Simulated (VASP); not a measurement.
# Nb3Te2Mo (P4mm) in VASP: further runs, part 2 of 3

VASP 6.6.1.

### Step 3. Single point, PBE

This run uses another cell than the first one: it holds 12 atoms, not 6.

Contents of INCAR:

```
PREC = Accurate
ENCUT = 520
EDIFF = 1E-7
ISMEAR = 0
SIGMA = 0.2
LREAL = F
LASPH = T
NELM = 100
ALGO = Fast
ISIF = 2
LWAVE = F
LCHARG = F
GGA = PE
NBANDS = 77
```

Contents of KPOINTS:

```
regular mesh
0
Gamma
  6 6 1
```

Contents of POSCAR:

```
Nb3Te2Mo
1.0
    3.4280742332      0.0000000000      0.0000000000
    0.0000000000      3.4280742332      0.0000000000
    0.0000000000      0.0000000000     22.6792612619
Nb Te Mo
6 4 2
Direct
    1.0000000000      1.0000000000      0.2925116174
    0.0000000000      1.0000000000      0.7925116174
    0.5000000000      0.5000000000      0.0909120267
    0.5000000000      0.5000000000      0.5909120267
    1.0000000000      1.0000000000      0.1595657996
    0.0000000000      1.0000000000      0.6595657996
    0.0000000000      1.0000000000      0.0226362659
    0.0000000000      1.0000000000      0.5226362659
    0.5000000000      0.5000000000      0.3624445690
    0.5000000000      0.5000000000      0.8624445690
    0.5000000000      0.5000000000      0.2269297214
    0.5000000000      0.5000000000      0.7269297214
```

Potentials or basis: VASP PAW PBE potentials, release 64 (Nb_sv, Te, Mo_sv).

Run with:

```
$ cat potpaw_PBE.64/Nb_sv/POTCAR potpaw_PBE.64/Te/POTCAR potpaw_PBE.64/Mo_sv/POTCAR > POTCAR
$ mpirun -np 1 vasp_std > vasp.out
```

OUTCAR:

```text
PREC = Accurate
   ENCUT = 520
   EDIFF = 1E-7
   ISMEAR = 0
   LREAL = F
   LASPH = T
   NELM = 100
   ISIF = 2
   GGA = PE

 ion  position               nearest neighbor table
   1  0.000  0.000  0.293-  11 2.84  11 2.84  11 2.84  11 2.84   9 2.90   9 2.90   9 2.90   9 2.90
                             5 3.02
   2  0.000  0.000  0.793-  12 2.84  12 2.84  12 2.84  12 2.84  10 2.90  10 2.90  10 2.90  10 2.90
                             6 3.02
   3  0.500  0.500  0.091-   7 2.88   7 2.88   7 2.88   7 2.88   5 2.88   5 2.88   5 2.88   5 2.88
                            11 3.08
   4  0.500  0.500  0.591-   8 2.88   8 2.88   8 2.88   8 2.88   6 2.88   6 2.88   6 2.88   6 2.88
                            12 3.08
   5  0.000  0.000  0.160-  11 2.87  11 2.87  11 2.87  11 2.87   3 2.88   3 2.88   3 2.88   3 2.88
                             1 3.02   7 3.11
   6  0.000  0.000  0.660-  12 2.87  12 2.87  12 2.87  12 2.87   4 2.88   4 2.88   4 2.88   4 2.88
                             2 3.02   8 3.11
   7  0.000  0.000  0.023-   3 2.88   3 2.88   3 2.88   3 2.88   5 3.11
   8  0.000  0.000  0.523-   4 2.88   4 2.88   4 2.88   4 2.88   6 3.11
   9  0.500  0.500  0.362-   1 2.90   1 2.90   1 2.90   1 2.90  11 3.07
  10  0.500  0.500  0.862-   2 2.90   2 2.90   2 2.90   2 2.90  12 3.07
  11  0.500  0.500  0.227-   1 2.84   1 2.84   1 2.84   1 2.84   5 2.87   5 2.87   5 2.87   5 2.87
[... 10 lines left out ...]
 A1 = (   3.4280742332,   0.0000000000,   0.0000000000)
 A2 = (   0.0000000000,   3.4280742332,   0.0000000000)
 A3 = (   0.0000000000,   0.0000000000,  22.6792612619)

Analysis of symmetry for initial positions (statically):
=====================================================================
 Subroutine PRICEL returns following result:

  LATTYP: Found a simple tetragonal cell.
 ALAT       =     3.4280742332
 C/A-ratio  =     3.3078719595

  Lattice vectors:

 A1 = (   3.4280742332,   0.0000000000,   0.0000000000)
 A2 = (   0.0000000000,   3.4280742332,   0.0000000000)
 A3 = (   0.0000000000,   0.0000000000,  11.3396306309)

   2 primitive cells build up your supercell.

[... 158 lines left out ...]
 Gauss-broadening in eV      SIGMA  =   0.20
  energy-cutoff  :      520.00
  volume of cell :      266.52
 maximum number of plane-waves:      7212
 NGX is ok and might be reduce to    28

 number of electron     129.9999996 magnetization

 Free energy of the ion-electron system (eV)
  ---------------------------------------------------
  ext. energy  EPLUGINS =         0.00000000
  ---------------------------------------------------
  free energy    TOTEN  =       -98.56848658 eV

  energy without entropy =      -98.34115688  energy(sigma->0) =      -98.45482173

 E-fermi :   9.5254     XC(G=0): -11.0696

 val. band max:        9.5148580404   @ k =   0.5000   0.1667   0.0000
 cond. band min:       9.5316448217   @ k =   0.5000   0.1667   0.0000
 fundamental gap:      0.0167867812
 Fermi energy:         9.5254362008

 k-point     1 :       0.0000    0.0000    0.0000
  band No.  band energies     occupation
      1     -51.2426      2.00000
      2     -51.2426      2.00000
      3     -45.5167      2.00000
      4     -45.5167      2.00000
      5     -45.4047      2.00000
      6     -45.4047      2.00000
[... 789 lines left out ...]
     76      12.2447      0.00000
     77      12.3742      0.00000

------------------------ aborting loop because EDIFF is reached ----------------------------------------

  FORCE on cell =-STRESS in cart. coord.  units (eV):
  Direction    XX          YY          ZZ          XY          YZ          ZX
  --------------------------------------------------------------------------------------
  -------------------------------------------------------------------------------------
  Total        0.2708413      0.2708413     -0.6192090      0.0000000      0.0000000      0.0000000
  in kB        1.6281567      1.6281567     -3.7223611      0.0000000      0.0000000      0.0000000
  external PRESSURE =      -0.1553492 kB  Pullay stress =       0.0000000 kB

 VOLUME and BASIS-vectors are now :
 -----------------------------------------------------------------------------
  energy-cutoff  :      520.00
  volume of cell :      266.52
      direct lattice vectors                 reciprocal lattice vectors
     3.428074233  0.000000000  0.000000000     0.291708969  0.000000000  0.000000000
     0.000000000  3.428074233  0.000000000     0.000000000  0.291708969  0.000000000
     0.000000000  0.000000000 22.679261262     0.000000000  0.000000000  0.044093147

 POSITION                                       TOTAL-FORCE (eV/Angst)
 -----------------------------------------------------------------------------------
      0.00000      0.00000      6.63395        -0.000000      0.000000     -0.004162
      0.00000      0.00000     17.97358        -0.000000      0.000000     -0.004162
      1.71404      1.71404      2.06182         0.000000      0.000000     -0.010148
      1.71404      1.71404     13.40145         0.000000      0.000000     -0.010148
      0.00000      0.00000      3.61883         0.000000     -0.000000      0.011726
      0.00000      0.00000     14.95847         0.000000     -0.000000      0.011726
      0.00000      0.00000      0.51337         0.000000     -0.000000      0.039086
      0.00000      0.00000     11.85300         0.000000     -0.000000      0.039086
      1.71404      1.71404      8.21998        -0.000000     -0.000000     -0.020654
      1.71404      1.71404     19.55961        -0.000000      0.000000     -0.020654
      1.71404      1.71404      5.14660        -0.000000     -0.000000     -0.015848
      1.71404      1.71404     16.48623         0.000000     -0.000000     -0.015848
 -----------------------------------------------------------------------------------
    total drift:                                0.000000      0.000000     -0.000412

  FREE ENERGIE OF THE ION-ELECTRON SYSTEM (eV)
  ---------------------------------------------------
  free  energy   TOTEN  =       -98.5684865780 eV

  energy  without entropy=      -98.3411568815  energy(sigma->0) =      -98.45482173
```

OSZICAR:

```text
N       E                     dE             d eps       ncg     rms          rms(c)
DAV:   1     0.159023197725E+04    0.15902E+04   -0.69587E+04  1572   0.165E+03
DAV:   2     0.305448965065E+02   -0.15597E+04   -0.15229E+04  1910   0.639E+02
DAV:   3    -0.924111685676E+02   -0.12296E+03   -0.11963E+03  2384   0.137E+02
DAV:   4    -0.104271058709E+03   -0.11860E+02   -0.11685E+02  2656   0.369E+01
[... 12 lines left out ...]
RMM:  68    -0.985684862128E+02    0.27658E-07   -0.19462E-06  1832   0.383E-03    0.675E-03
RMM:  69    -0.985684860151E+02    0.19766E-06   -0.16635E-06  2002   0.461E-03    0.726E-03
RMM:  70    -0.985684860118E+02    0.33160E-08   -0.14709E-06  2049   0.445E-03    0.851E-03
RMM:  71    -0.985684865514E+02   -0.53957E-06   -0.13289E-06  1837   0.368E-03    0.987E-03
RMM:  72    -0.985684865780E+02   -0.26565E-07   -0.62708E-07  1576   0.283E-03
   1 F= -.98568487E+02 E0= -.98454822E+02  d E =-.227330E+00
```

It took 15 min on 1 thread of AMD EPYC 9R45 (Zen 5), shared host; peak memory 0.43 GiB.

Results:

- Free energy: -98.5685 eV
- Pressure: 0.0 GPa
- Largest force: 0.039 eV/Å
- Band gap on the k mesh: zero (bands 65 and 66 overlap by 0.81 eV)

Forces on the atoms (eV/Å):
```
Nb   0.000  0.000 -0.004
Nb   0.000  0.000 -0.004
Nb   0.000  0.000 -0.010
Nb   0.000  0.000 -0.010
Nb   0.000  0.000  0.012
Nb   0.000  0.000  0.012
Te   0.000  0.000  0.039
Te   0.000  0.000  0.039
Te   0.000  0.000 -0.021
Te   0.000  0.000 -0.021
Mo   0.000  0.000 -0.016
Mo   0.000  0.000 -0.016
```

Levels at points of the mesh, in eV from the Fermi level:
```csv
k point,band 62,band 63,band 64,band 65,band 66,band 67,band 68,band 69
"(0.00, 0.00, 0.00)",-0.46,-0.45,-0.45,-0.16,-0.01,0.44,0.44,0.45
"(0.50, 0.00, 0.00)",-0.81,-0.76,-0.66,0.72,0.80,0.86,0.91,1.23
"(0.50, 0.50, 0.00)",-0.22,-0.16,-0.16,0.70,0.72,0.87,0.97,1.44
```

Caveat: spin-orbit coupling is left out, which moves the levels of the heavy elements; this functional lacks dispersion, which binds the layers, so the pressure and a relaxed spacing across them are unreliable.

### Step 4. Relaxation of cell and atoms, PBE

This run uses another cell than the first one, of 21.51 Å³/atom.

Contents of INCAR:

```
SYSTEM = Nb3Te2Mo
ALGO     = Normal         ! electronic algorithm
EDIFF    = 1E-7           ! SCF threshold, eV
EDIFFG   = -0.08          ! ionic threshold
ENCUT    = 600            ! plane-wave cutoff, eV
GGA      = PE             ! functional
IBRION   = 2              ! ionic algorithm
ISIF     = 3              ! what is computed and relaxed
ISMEAR   = 0              ! smearing method
LASPH    = .TRUE.         ! aspherical terms in the spheres
LCHARG   = .FALSE.        ! write CHGCAR
LREAL    = .FALSE.        ! projectors in reciprocal space
LWAVE    = .FALSE.        ! write WAVECAR
NELM     = 100            ! most SCF steps
NSW      = 36             ! ionic steps
PREC     = Accurate       ! precision mode
SIGMA    = 0.2            ! smearing width, eV
```

Contents of KPOINTS:

```
k-points
0
G
  5 5 2
  0 0 0
```

Contents of POSCAR:

```
Nb3Te2Mo
1.0
    3.3500000000      0.0000000000      0.0000000000
    0.0000000000      3.3500000000      0.0000000000
    0.0000000000      0.0000000000     11.5000000000
Nb Te Mo
3 2 1
Direct
    0.0000000000      0.0000000000      0.6000000000
    0.5000000000      0.5000000000      0.1700000000
    0.0000000000      0.0000000000      0.3130000000
    0.0000000000      0.0000000000      0.0000000000
    0.5000000000      0.5000000000      0.7700000000
    0.5000000000      0.5000000000      0.4570000000
```

Potentials or basis: VASP PAW PBE potentials, release 64 (Nb_sv, Te, Mo_sv).

Run with:

```
$ cat potpaw_PBE.64/Nb_sv/POTCAR potpaw_PBE.64/Te/POTCAR potpaw_PBE.64/Mo_sv/POTCAR > POTCAR
$ mpirun -np 1 vasp_std > vasp.out
```

OUTCAR:

```text
SYSTEM = Nb3Te2Mo
   EDIFF = 1E-7
   EDIFFG = -0.08
   ENCUT = 600
   GGA = PE
   IBRION = 2
   ISIF = 3
   ISMEAR = 0
   LASPH = .TRUE.
   LREAL = .FALSE.
   NELM = 100
   NSW = 36
   PREC = Accurate

 ion  position               nearest neighbor table
   1  0.000  0.000  0.600-   6 2.88   6 2.88   6 2.88   6 2.88   5 3.07   5 3.07   5 3.07   5 3.07

   2  0.500  0.500  0.170-   3 2.88   3 2.88   3 2.88   3 2.88   4 3.07   4 3.07   4 3.07   4 3.07

   3  0.000  0.000  0.313-   2 2.88   2 2.88   2 2.88   2 2.88   6 2.89   6 2.89   6 2.89   6 2.89

   4  0.000  0.000  0.000-   2 3.07   2 3.07   2 3.07   2 3.07   5 3.55   5 3.55   5 3.55   5 3.55

   5  0.500  0.500  0.770-   1 3.07   1 3.07   1 3.07   1 3.07   4 3.55   4 3.55   4 3.55   4 3.55

   6  0.500  0.500  0.457-   1 2.88   1 2.88   1 2.88   1 2.88   3 2.89   3 2.89   3 2.89   3 2.89

  LATTYP: Found a simple tetragonal cell.
 ALAT       =     3.3500000000
[... 806 lines left out ...]
     39      12.4439      0.00000

[... ionic steps 4 to 16 ...]

--------------------------------------- Ionic step       17  -------------------------------------------

 number of electron      64.9999998 magnetization

------------------------ aborting loop because EDIFF is reached ----------------------------------------
[... 75 lines left out ...]
--------------------------------------- Ionic step       19  -------------------------------------------

 number of electron      64.9999999 magnetization

 Free energy of the ion-electron system (eV)
  ---------------------------------------------------
  ext. energy  EPLUGINS =         0.00000000
  ---------------------------------------------------
  free energy    TOTEN  =       -49.32211515 eV

  energy without entropy =      -49.25253003  energy(sigma->0) =      -49.28732259

 E-fermi :   9.5763     XC(G=0): -11.0936

 val. band max:        9.5424688397   @ k =   0.2000   0.2000   0.0000
 cond. band min:       9.5949495549   @ k =   0.2000   0.0000   0.5000
 fundamental gap:      0.0524807152
 Fermi energy:         9.5763443012

 k-point     1 :       0.0000    0.0000    0.0000
  band No.  band energies     occupation
      1     -51.1972      2.00000
      2     -45.4445      2.00000
      3     -45.3639      2.00000
      4     -45.1280      2.00000
      5     -25.3180      2.00000
      6     -25.2485      2.00000
[... 526 lines left out ...]
  FREE ENERGIE OF THE ION-ELECTRON SYSTEM (eV)
  ---------------------------------------------------
  free  energy   TOTEN  =       -49.3221151515 eV

  energy  without entropy=      -49.2525300261  energy(sigma->0) =      -49.28732259

 reached required accuracy - stopping structural energy minimisation
```

OSZICAR:

```text
N       E                     dE             d eps       ncg     rms          rms(c)
DAV:   1     0.812680153279E+03    0.81268E+03   -0.36826E+04   936   0.179E+03
DAV:   2     0.148833383479E+02   -0.79780E+03   -0.77991E+03  1130   0.654E+02
DAV:   3    -0.465908353348E+02   -0.61474E+02   -0.59524E+02  1592   0.137E+02
DAV:   4    -0.514628041013E+02   -0.48720E+01   -0.47784E+01  1448   0.334E+01
[... 298 lines left out ...]
DAV:   7    -0.493221171099E+02    0.39613E-05   -0.34670E-05  1452   0.319E-02    0.117E-02
DAV:   8    -0.493221160444E+02    0.10655E-05   -0.47798E-06  1354   0.149E-02    0.526E-03
DAV:   9    -0.493221155479E+02    0.49659E-06   -0.24176E-06  1448   0.110E-02    0.249E-03
DAV:  10    -0.493221152125E+02    0.33534E-06   -0.66318E-07  1074   0.583E-03    0.132E-03
DAV:  11    -0.493221151515E+02    0.61033E-07   -0.63988E-08   685   0.236E-03
  19 F= -.49322115E+02 E0= -.49287323E+02  d E =-.124217E-02
```

CONTCAR:

```text
Nb3Te2Mo
   1.00000000000000
     3.4142176994566378    0.0000000000000000    0.0000000000000000
    -0.0000000000000000    3.4142176994566378   -0.0000000000000000
     0.0000000000000000    0.0000000000000000   11.3893637750516650
  Nb              Te              Mo
     3     2     1
Direct
     0.0000000000000000    0.0000000000000000    0.5845393950696166
     0.5000000000000000    0.5000000000000000    0.1823411626680607
     0.0000000000000000    1.0000000000000000    0.3191126792988364
     1.0000000000000000    1.0000000000000000    0.0442176564626222
     0.5000000000000000    0.5000000000000000    0.7257349297791410
     0.5000000000000000    0.5000000000000000    0.4540541767217325

  0.00000000E+00  0.00000000E+00  0.00000000E+00
  0.00000000E+00  0.00000000E+00  0.00000000E+00
  0.00000000E+00  0.00000000E+00  0.00000000E+00
  0.00000000E+00  0.00000000E+00  0.00000000E+00
  0.00000000E+00  0.00000000E+00  0.00000000E+00
  0.00000000E+00  0.00000000E+00  0.00000000E+00
```

It took 15 min on 1 thread of AMD EPYC 9R45 (Zen 5), shared host; peak memory 0.29 GiB.

Results:

- Free energy: -49.3221 eV
- Relaxed volume: 22.13 Å³/atom
- Relaxed cell: a = 3.414 Å, b = 3.414 Å, c = 11.389 Å, α = 90.00°, β = 90.00°, γ = 90.00°
- Space group after relaxing (to 0.1 Å): P4mm (No. 99)
- Energy gained by relaxing: 180.8 meV/atom
- Ionic steps: 19
- Pressure after relaxing: 0.0 GPa
- Largest force after relaxing: 0.033 eV/Å
- Band gap on the k mesh: zero (an odd number of electrons rules out a gap without spin polarisation)

Forces in eV/Å, atoms in the order of the input:
```
Nb   0.000  0.000 -0.004
Nb   0.000  0.000 -0.006
Nb   0.000  0.000 -0.033
Te   0.000  0.000  0.028
Te   0.000  0.000  0.030
Mo   0.000  0.000 -0.014
```

The path:
| step | energy change (eV) | largest force (eV/Å) | pressure (GPa) | volume (Å³) |
| --- | --- | --- | --- | --- |
| 1 | 0.0000 | 2.0937 | -7.00 | 129.06 |
| 2 | -0.2536 | 0.7739 | 15.26 | 112.13 |
| 3 | -0.4852 | 1.4883 | 4.58 | 118.56 |
| 4 | -0.8544 | 0.8078 | 2.58 | 121.40 |
| 5 | -0.8907 | 0.7166 | 2.02 | 123.10 |
| 6 | -0.8956 | 0.6281 | 2.12 | 122.65 |
| 7 | -0.9354 | 0.5770 | -2.97 | 127.70 |
| 8 | -0.9473 | 0.5637 | -1.42 | 126.02 |
| 9 | -0.9757 | 0.4854 | 0.69 | 124.90 |
| 10 | -0.9759 | 0.4468 | 0.50 | 124.99 |
| 11 | -0.9968 | 0.4120 | 0.39 | 125.68 |
| 12 | -1.0405 | 0.2846 | 0.18 | 127.73 |
| 13 | -1.0550 | 0.3304 | 0.19 | 131.88 |
| 14 | -1.0595 | 0.2218 | 0.16 | 130.68 |
| 15 | -1.0768 | 0.1265 | -0.34 | 132.04 |
| 16 | -1.0809 | 0.1516 | -0.73 | 133.23 |
| 17 | -1.0778 | 0.1259 | 1.27 | 131.89 |
| 18 | -1.0834 | 0.0966 | 0.06 | 132.69 |
| 19 | -1.0846 | 0.0333 | 0.03 | 132.76 |

Final structure:
```xyz
6
Lattice="3.4142 0.0000 0.0000 0.0000 3.4142 0.0000 0.0000 0.0000 11.3894" Properties=species:S:1:pos:R:3 pbc="T T T"
Nb    0.0000    0.0000    6.6575
Nb    1.7071    1.7071    2.0768
Nb    0.0000    3.4142    3.6345
Te    3.4142    3.4142    0.5036
Te    1.7071    1.7071    8.2657
Mo    1.7071    1.7071    5.1714
```

Levels at points of the mesh, in eV from the Fermi level:
```
           k point  band 29  band 30  band 31  band 32  band 33  band 34  band 35  band 36
(0.00, 0.00, 0.00)    -0.90    -0.72    -0.47    -0.47    -0.12     0.46     0.52     0.52
(0.00, 0.00, 0.50)    -0.90    -0.71    -0.47    -0.47    -0.27     0.46     0.48     0.48
```

Caveat: the k points lie up to 0.37 Å⁻¹ apart in the final cell, too coarse for converged energies and pressures of a metal; spin-orbit coupling is left out, which moves the levels of the heavy elements; this functional lacks dispersion, which binds the layers, so the pressure and a relaxed spacing across them are unreliable; the relaxation stopped at a loose force limit of 0.08 eV/Å, so its end isn't a converged minimum.

(Part 2 of 3 ends here.)
